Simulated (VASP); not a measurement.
The system is Ta.

```
Ta
1.0
    -1.65290    1.65290    1.65290
     1.65290   -1.65290    1.65290
     1.65290    1.65290   -1.65290
Ta
1
Cartesian
  0.0000 0.0000 0.0000
```

| Quantity | Value |
| --- | --- |
| Program | VASP 6.6.1 |
| Task | relaxation of cell and atoms |
| Functional | PBEsol |
| Potentials or basis | VASP PAW PBE potentials, release 64 (Ta_pv) |
| Cutoff | 600 eV |
| k mesh | 13 × 13 × 13 |
| Occupations | fermi-dirac, width 0.1 eV |
| Spin | no spin polarisation |

At the start: pressure -3.8 GPa; volume 18.06 Å³/atom.

Problem. How do energy, volume and symmetry change on relaxing?

Solution. Over 3 steps the energy falls by 4.2 meV/atom and the volume is 17.73 Å³/atom (-1.9 %); space group Im-3m (No. 229, to 0.05 Å).

The path:
```
step  energy change (eV)  largest force (eV/Å)  pressure (GPa)  volume (Å³)
   1              0.0000                0.0000           -3.85        18.06
   2              0.0190                0.0000            9.98        16.95
   3             -0.0042                0.0000           -0.06        17.73
```

Final structure:
```cif
data_structure
_symmetry_space_group_name_H-M 'P 1'
_symmetry_Int_Tables_number 1
_cell_length_a 2.8450
_cell_length_b 2.8450
_cell_length_c 2.8450
_cell_angle_alpha 109.471
_cell_angle_beta 109.471
_cell_angle_gamma 109.471
_cell_volume 17.73
loop_
_atom_site_label
_atom_site_type_symbol
_atom_site_fract_x
_atom_site_fract_y
_atom_site_fract_z
_atom_site_occupancy
Ta1 Ta 0.00000 0.00000 0.00000 1
```

Caveat: the PAW data sets were made with another functional, which shifts forces and pressure a little.
